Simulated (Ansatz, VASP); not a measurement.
## GaAs in VASP and in Ansatz

```
Ga As
1.0
     0.00000    2.82685    2.82685
     2.82685    0.00000    2.82685
     2.82685    2.82685    0.00000
Ga As
1 1
Cartesian
  0.0000 0.0000 0.0000
  4.2403 4.2403 4.2403
```

Alike in both runs: task single point; functional PBE; k mesh 6 × 6 × 6; occupations gaussian, width 0.03 eV; no spin polarisation.

|  | VASP | Ansatz |
| --- | --- | --- |
| version | VASP 6.6.1 | Ansatz 0.2.0 |
| potentials or method | VASP PAW PBE potentials, release 64 (Ga_d, As), cutoff 500 eV | PAW, plane waves, scalar-relativistic |
| valence electrons in the cell | 18 | 28 |

```csv
,VASP,Ansatz,Ansatz less VASP
pressure (GPa),3.4,3.3,-0.17
```

With one functional, cell and mesh, what is left measures potentials, basis and numerics. VASP's potentials hold 18 valence electrons a cell and Ansatz's 28, so a difference there can come from the potentials and not from the codes.
